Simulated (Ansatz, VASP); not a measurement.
# One calculation of CdF2, two programs

The input INCAR:

```
  PREC = Accurate
  ENCUT = 520
  EDIFF = 1E-6
  ISMEAR = 0
  SIGMA = 0.05
  LREAL = F
  LASPH = T
  NELM = 100
  ALGO = Normal
  ISIF = 2
  LWAVE = F
  LCHARG = F
  GGA = PS
  NBANDS = 20
```

Contents of KPOINTS:

```
Automatic mesh
0
Gamma
  8 8 8
```

Contents of POSCAR:

```
CdF2
1.0
    0.0000000000      2.7827579560      2.6202448913
    2.7827579560      0.0000000000      2.6202448913
    2.7827579560      2.7827579560      0.0000000000
Cd F
1 2
Direct
    0.0000000000      0.0000000000      0.0000000000
    0.2500000000      0.2500000000      0.2500000000
    0.7500000000      0.7500000000      0.7500000000
```

Input for Ansatz:

```yaml
crystal:
  lattice:
    - [0.0, 2.782757956, 2.6202448913]
    - [2.782757956, 0.0, 2.6202448913]
    - [2.782757956, 2.782757956, 0.0]
  atoms:
    - { symbol: Cd, position: [0.0, 0.0, 0.0] }
    - { symbol: F, position: [0.25, 0.25, 0.25] }
    - { symbol: F, position: [0.75, 0.75, 0.75] }
basis:
  ecutwfc: 520.0
kpoints:
  mp_grid: { grid: [8, 8, 8] }
hamiltonian:
  xc: pbesol
scf:
  occupations: { method: gaussian, width: 0.05 }
output:
  forces: true
  stress: true
  eigenvalues: true
```

Alike in both runs: task single point; functional PBEsol; k mesh 8 × 8 × 8; occupations gaussian, width 0.05 eV; no spin polarisation.

|  | VASP | Ansatz |
| --- | --- | --- |
| version | VASP 6.6.1 | Ansatz 0.2.0 |
| potentials or method | VASP PAW PBE potentials, release 64 (Cd, F), cutoff 520 eV | scalar-relativistic, plane waves, PAW |
| valence electrons in the cell | 26 | 34 |

```csv
,VASP,Ansatz,Ansatz less VASP
gap on the k mesh at the Fermi level (eV),2.65,2.68,+0.030
least direct gap on the mesh (eV),3.23,3.26,+0.030
pressure (GPa),-3.3,-3.9,-0.62
"traceless stress, the component that is largest in VASP (GPa)",4.35,4.41,+0.062
```

VASP's potentials were made for PBE, not for PBEsol. With one functional, cell and mesh, what is left measures potentials, basis and numerics. VASP's potentials hold 26 valence electrons a cell and Ansatz's 34, so a difference there can come from the potentials and not from the codes.
